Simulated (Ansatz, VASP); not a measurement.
**One calculation of Bi2Se3, two programs**

```
Bi Se
1.0
     2.07150    1.19598    9.54533
    -2.07150    1.19598    9.54533
     0.00000   -2.39196    9.54533
Bi Se
2 3
Direct
  0.59920 0.59920 0.59920
  0.40080 0.40080 0.40080
  0.78830 0.78830 0.78830
  0.21170 0.21170 0.21170
  0.00000 0.00000 0.00000
```

Alike in both runs: functional b88 exchange, pbe correlation; k mesh 8 × 8 × 8; occupations fermi-dirac, width 0.05 eV; no spin polarisation.

|  | VASP | Ansatz |
| --- | --- | --- |
| version | VASP 6.6.1 | Ansatz 0.2.0 |
| potentials or method | VASP PAW PBE potentials, release 64 (Bi_d, Se) | Ansatz PAW |
| plane-wave cutoff (eV) | 500 | 420 |
| valence electrons in the cell | 48 | 78 |
| task | single point | band structure |

```csv
,VASP,Ansatz,Ansatz less VASP
gap on the k mesh at the Fermi level (eV),0.21,0.21,+0.002
least direct gap on the mesh (eV),0.21,0.21,+0.002
pressure (GPa),2.4,2.4,-0.02
rms of the force components (eV/Å),0.084,0.078,-0.0054
```

VASP's potentials were made for PBE, not for b88 exchange, pbe correlation. Atom by atom the forces differ by 0.005 eV/Å (rms over components). VASP's potentials hold 48 valence electrons a cell and Ansatz's 78, so a difference there can come from the potentials and not from the codes.

Neither program's run includes spin-orbit coupling.
